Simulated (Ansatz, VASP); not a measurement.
## Two plane-wave programs on SiC

INCAR

```
ALGO = Normal ; EDIFF = 1E-6
ENCUT = 520 ; GGA = PE
ISIF = 2 ; ISMEAR = 0
LASPH = True ; LCHARG = False
LREAL = False ; LWAVE = False
NBANDS = 11 ; NELM = 60
PREC = Accurate ; SIGMA = 0.05
```

Contents of KPOINTS:

```
k-points
0
Gamma
  12 12 12
```

Contents of POSCAR:

```
SiC
1.0
    0.0000000000      2.1938529894      2.1938529894
    2.1938529894      0.0000000000      2.1938529894
    2.2906750347      2.2906750347     -0.0968220453
Si C
1 1
Direct
    0.0000000000      0.0000000000      0.0000000000
    0.7500000000      0.7500000000      0.7500000000
```

Input for Ansatz:

```yaml
crystal:
  lattice:
    - [0.0, 2.1938529894, 2.1938529894]
    - [2.1938529894, 0.0, 2.1938529894]
    - [2.2906750347, 2.2906750347, -0.0968220453]
  atoms:
    - { symbol: Si, position: [0.0, 0.0, 0.0] }
    - { symbol: C, position: [0.75, 0.75, 0.75] }
basis:
  ecutwfc: 520.0
kpoints:
  mp_grid: { grid: [12, 12, 12] }
hamiltonian:
  xc: pbe
scf:
  occupations: { method: gaussian, width: 0.05 }
output:
  forces: true
  stress: true
  eigenvalues: true
  write_density: true
  write_potential: true
  elf: true
  volumetric_format: npy
```

Alike in both runs: task single point; functional PBE; k mesh 12 × 12 × 12; occupations gaussian, width 0.05 eV; no spin polarisation.

|  | VASP | Ansatz |
| --- | --- | --- |
| version | VASP 6.6.1 | Ansatz 0.2.0 |
| potentials or method | VASP PAW PBE potentials, release 64 (Si, C), cutoff 520 eV | scalar-relativistic, plane waves, PAW |
| valence electrons in the cell | 8 | 8 |

```tsv
	VASP	Ansatz	Ansatz less VASP
gap on the k mesh at the Fermi level (eV)	1.25	1.26	+0.004
least direct gap on the mesh (eV)	4.09	4.09	+0.004
pressure (GPa)	-11.9	-11.9	+0.01
traceless stress, the component that is largest in VASP (GPa)	-8.90	-8.86	+0.042
rms of the force components (eV/Å)	0.085	0.085	-0.0003
```

Atom by atom the forces differ by 0.000 eV/Å (rms over components).
